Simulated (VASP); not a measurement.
# CoO: single point with PBE

The system is CoO.

```xyz
2
Lattice="0.0000 2.1172 2.1172 2.1172 0.0000 2.1172 2.1172 2.1172 0.0000" Properties=species:S:1:pos:R:3 pbc="T T T"
Co    0.0000    0.0000    0.0000
O     2.1172    2.1172    2.1172
```

This cell differs from its parent crystal: volume scaled by 0.98.

```json
{
  "Program": "VASP 6.6.1",
  "Task": "single point",
  "Functional": "PBE",
  "Potentials or basis": "VASP PAW PBE potentials, release 64 (Co, O)",
  "Cutoff": "520 eV",
  "k mesh": "16 × 16 × 16",
  "Occupations": "fermi-dirac, width 0.05 eV",
  "Spin": "collinear spin, ferromagnetic start",
  "Starting moments": "[2.0, 0.0] μB"
}
```

```json
{
 "Pressure": "0.9 GPa",
 "Net moment": "2.84 μB per cell",
 "Site moments": "Co +2.51; O +0.28 μB",
 "Valence electrons inside the program's atomic spheres": "Co 7.83; O 4.99"
}
```

Levels at points of the mesh, in eV from the Fermi level:
Spin up:
```tsv
k point	band 5	band 6	band 7	band 8	band 9	band 10	band 11	band 12	band 13	band 14
(0.00, 0.00, 0.00)	-3.19	-3.19	-3.05	-3.05	-3.05	1.10	16.92	18.29	18.29	18.29
(0.50, 0.00, 0.00)	-2.31	-2.31	-1.75	0.17	0.17	5.12	9.52	13.57	13.57	20.72
(0.50, 0.50, 0.00)	-3.94	-2.88	-2.35	-2.01	-2.01	6.00	9.94	11.78	15.97	15.97
```
Spin down:
```
           k point  band 3  band 4  band 5  band 6  band 7  band 8  band 9  band 10
(0.00, 0.00, 0.00)   -2.66   -2.66   -1.14   -1.14   -1.14    0.04    0.04     1.63
(0.50, 0.00, 0.00)   -4.76   -4.76   -0.13   -0.13    0.18    2.74    2.74     5.39
(0.50, 0.50, 0.00)   -3.93   -3.93   -2.29    0.13    0.13    0.53    1.01     6.84
```

It took 62 s on 1 thread of Intel Xeon 6975P-C, on a shared host, peak memory 0.21 GiB.

Caveat: a cell with one magnetic atom can't hold antiferromagnetic order, which such compounds often take; semilocal functionals often make such compounds metallic where correlation or magnetic order opens a gap, which also shifts bond lengths.
